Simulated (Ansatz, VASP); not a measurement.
**Two plane-wave programs on B2SbN**

```
B Sb N
1.0
     3.16943    0.00000    0.00000
    -1.58471    2.74481    0.00000
     0.00000    0.00000    7.22264
B Sb N
2 1 1
Direct
  0.00000 0.00000 0.68099
  0.00000 0.00000 0.31901
  0.00000 0.00000 0.00000
  0.00000 0.00000 0.50000
```

Alike in both runs: task relaxation of cell and atoms; functional PBE; k mesh 18 × 18 × 6; occupations gaussian, width 0.1 eV; no spin polarisation.

|  | VASP | Ansatz |
| --- | --- | --- |
| version | VASP 6.6.1 | Ansatz 0.2.0 |
| potentials or method | VASP PAW PBE potentials, release 64 (B, Sb, N), cutoff 600 eV | scalar-relativistic, plane waves, PAW |
| valence electrons in the cell | 16 | 26 |

```csv
,VASP,Ansatz,Ansatz less VASP
"gap on the k mesh at the Fermi level, each at its own relaxed structure (eV)",none,none,-
relaxed volume (Å³/atom),15.75,15.77,+0.012
relaxed cell length with the largest relative difference (Å),3.144,3.146,+0.0020
```

A gap of «none» marks a metal or a gap that the smearing closes. VASP's potentials hold 16 valence electrons a cell and Ansatz's 26, so a difference there can come from the potentials and not from the codes.

Neither program's run includes spin-orbit coupling.
